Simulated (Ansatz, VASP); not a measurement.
## One calculation of NaCl, two programs

The input INCAR:

```
SYSTEM = NaCl
  PREC = Accurate
  ENCUT = 520
  EDIFF = 1E-6
  ISMEAR = 0
  SIGMA = 0.05
  LREAL = .FALSE.
  LASPH = .TRUE.
  NELM = 60
  ALGO = Normal
  ISIF = 2
  LWAVE = .FALSE.
  LCHARG = .FALSE.
  GGA = PS
  NBANDS = 14
```

Contents of KPOINTS:

```
Automatic mesh
0
G
  8 8 8
  0 0 0
```

File POSCAR:

```
NaCl
1.0
    0.0000000000      2.6052100000      2.6052100000
    2.6052100000      0.0000000000      2.6052100000
    2.6052100000      2.6052100000      0.0000000000
Na Cl
1 1
Direct
    0.0000000000      0.0000000000      0.0000000000
    0.5000000000      0.5000000000      0.5000000000
```

Input for Ansatz:

```yaml
crystal:
  lattice:
    - [0.0, 2.60521, 2.60521]
    - [2.60521, 0.0, 2.60521]
    - [2.60521, 2.60521, 0.0]
  atoms:
    - { symbol: Na, position: [0.0, 0.0, 0.0] }
    - { symbol: Cl, position: [0.5, 0.5, 0.5] }
basis:
  ecutwfc: 420
kpoints:
  mp_grid: { grid: [8, 8, 8] }
hamiltonian:
  xc: pbesol
scf:
  occupations: { method: gaussian, width: 0.05 }
output:
  forces: true
  stress: true
  eigenvalues: true
```

Change from the starting cell: strain -0.080 along x and y, -0.080 along z, atoms carried along.

Alike in both runs: task single point; functional PBEsol; k mesh 8 × 8 × 8; occupations gaussian, width 0.05 eV; no spin polarisation.

```csv
,VASP,Ansatz
version,VASP 6.6.1,Ansatz 0.2.0
potentials or method,"VASP PAW PBE potentials, release 64 (Na_pv, Cl), cutoff 520 eV","scalar-relativistic, plane waves, PAW"
valence electrons in the cell,14,16
```

```tsv
	VASP	Ansatz	Ansatz less VASP
gap on the k mesh at the Fermi level (eV)	5.98	5.98	+0.005
least direct gap on the mesh (eV)	5.98	5.98	+0.005
pressure (GPa)	9.5	9.4	-0.13
```

VASP's potentials were made for PBE, not for PBEsol. VASP's potentials hold 14 valence electrons a cell and Ansatz's 16, so a difference there can come from the potentials and not from the codes.
